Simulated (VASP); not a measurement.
Here is a VASP 6.6.1 calculation.

The input INCAR:

```
PREC     = Accurate       # precision mode
ENCUT    = 520            # plane-wave cutoff, eV
EDIFF    = 1E-6           # SCF threshold, eV
ISMEAR   = 0              # smearing method
SIGMA    = 0.1            # smearing width, eV
LREAL    = False          # projectors in reciprocal space
LASPH    = True           # aspherical terms in the spheres
NELM     = 60             # most SCF steps
ALGO     = Fast           # electronic algorithm
ISIF     = 2              # what is computed and relaxed
LWAVE    = False          # write WAVECAR
LCHARG   = False          # write CHGCAR
GGA      = PS             # functional
NBANDS   = 60             # bands
```

KPOINTS

```
regular mesh
0
Gamma
  6 6 8
```

POSCAR

```
Hf2Si
1.0
    6.6408649144      0.0000000000      0.0000000000
    0.0000000000      6.6408649144      0.0000000000
    0.0000000000      0.0000000000      5.0863225863
Hf Si
8 4
Direct
    0.1563993850      0.3436006150      0.0000000000
    0.8436006150      0.3436006150      0.5000000000
    0.8436006150      0.6563993850      0.0000000000
    0.1563993850      0.6563993850      0.5000000000
    0.6563993850      0.8436006150      0.5000000000
    0.3436006150      0.8436006150      0.0000000000
    0.3436006150      0.1563993850      0.5000000000
    0.6563993850      0.1563993850      0.0000000000
    0.0000000000      0.0000000000      0.2500000000
    0.0000000000      0.0000000000      0.7500000000
    0.5000000000      0.5000000000      0.7500000000
    0.5000000000      0.5000000000      0.2500000000
```

Potentials or basis: VASP PAW PBE potentials, release 64 (Hf_pv, Si).

Launch:

```bash
$ cat potpaw_PBE.64/Hf_pv/POTCAR potpaw_PBE.64/Si/POTCAR > POTCAR
$ mpirun -np 1 vasp_std > vasp.out
```

(1) What does it give for the pressure?

(2) Estimate the band gap on the k mesh.

## Answers

(1) -4.1 GPa.

(2) zero (bands 48 and 49 overlap by 0.69 eV).

Caveat: the cell differs from its parent crystal (biaxial strain in the a-b plane: +2.0 %, then relaxed in part); the cell stands under tension; the PAW data sets were made with another functional, which shifts forces and pressure a little; spin-orbit coupling is left out, which moves the levels of the heavy elements.
